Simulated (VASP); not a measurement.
Set up this calculation in VASP 6.6.1, as the native input.

* Task: relaxation of cell and atoms
* Functional: PBE
* Potentials or basis: VASP PAW PBE potentials, release 64 (K_sv, Ag_sv_GW)
* Cutoff: 630 eV
* k mesh: 4 × 4 × 4
* Occupations: gaussian, width 0.1 eV
* Spin: no spin polarisation
* Dipole correction: no
* Further INCAR settings: ALGO = Normal; EDIFF = 1e-07; IBRION = 2; EDIFFG = -0.04; NSW = 90; ISIF = 3

The structure of K3Ag2 lies in POSCAR:

```
K3Ag2
1.0
    6.6681485800      0.0000000000      0.0000000000
    0.0000000000      6.6681485800      0.0000000000
    0.0000000000      0.0000000000      6.6681485800
K Ag
3 2
Direct
    0.0000000000      0.5000000000      0.5000000000
    0.5000000000      0.0000000000      0.5000000000
    0.5000000000      0.5000000000      0.0000000000
    0.0000000000      0.0000000000      0.0000000000
    0.5000000000      0.5000000000      0.5000000000
```

The cell was generated, and may not be a known phase.

One way to write it, as run:

INCAR

```
SYSTEM = K3Ag2
  PREC = Accurate
  ENCUT = 630
  EDIFF = 1E-7
  ISMEAR = 0
  SIGMA = 0.1
  LREAL = .False.
  LASPH = .True.
  NELM = 120
  ALGO = Normal
  ISIF = 3
  LWAVE = .False.
  LCHARG = .False.
  GGA = PE
  IBRION = 2
  NSW = 90
  EDIFFG = -0.04
  GGA_COMPAT = .False.
  NELMIN = 4
```

KPOINTS

```
regular mesh
0
Gamma
  4 4 4
  0 0 0
```

Potentials or basis: VASP PAW PBE potentials, release 64 (K_sv, Ag_sv_GW).

Launch:

```console
$ cat potpaw_PBE.64/K_sv/POTCAR potpaw_PBE.64/Ag_sv_GW/POTCAR > POTCAR
$ mpirun -np 1 vasp_std > vasp.out
```

It gave:

```json
{
 "Relaxed volume": "54.04 Å³/atom",
 "Relaxed cell": "a = 6.465 Å, b = 6.465 Å, c = 6.465 Å, α = 90.00°, β = 90.00°, γ = 90.00°",
 "Space group after relaxing (to 0.1 Å)": "Pm-3m (No. 221)",
 "Energy gained by relaxing": "11.9 meV/atom",
 "Ionic steps": "3",
 "Pressure after relaxing": "-0.1 GPa",
 "Band gap on the k mesh": "zero (an odd number of electrons rules out a gap without spin polarisation)"
}
```

Run time: 12 min on 1 thread of Intel(R) Xeon(R) Platinum 8259CL CPU @ 2.50GHz (Skylake/Cascade Lake), with other jobs on the host, peak memory 0.54 GiB.
